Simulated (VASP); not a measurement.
Here is a VASP 6.6.1 calculation.

Contents of INCAR:

```
ALGO = Normal ; EDIFF = 1E-6
ENCUT = 520 ; GGA = RP
ISIF = 2 ; ISMEAR = -1
LASPH = T ; LCHARG = F
LREAL = F ; LWAVE = F
NBANDS = 8 ; NELM = 60
PREC = Accurate ; SIGMA = 0.05
```

KPOINTS

```
k-points
0
Gamma
  13 13 13
```

The input POSCAR:

```
Si
1.0
   -1.6269149300      1.6269149300      1.3203298500
    1.6269149300     -1.6269149300      1.3203298500
    1.6269149300      1.6269149300     -1.3203298500
Si
1
Direct
    0.0000000000      0.0000000000      0.0000000000
```

Potentials or basis: VASP PAW PBE potentials, release 64 (Si).

The run is started by

```bash
$ cat potpaw_PBE.64/Si/POTCAR > POTCAR
$ mpirun -np 1 vasp_std > vasp.out
```

Problem. Predict the band gap on the k mesh.

Solution. Zero (band 2 reaches 20.42 eV, above the bottom of band 3 at 7.10 eV).

Problem. What does it give for the pressure?

Solution. 4.3 GPa.

Stress tensor (GPa, compression positive):
```
5.27 0.00 0.00
0.00 5.27 0.00
0.00 0.00 2.32
```

Caveat: the PAW data sets were made with another functional, which shifts forces and pressure a little.
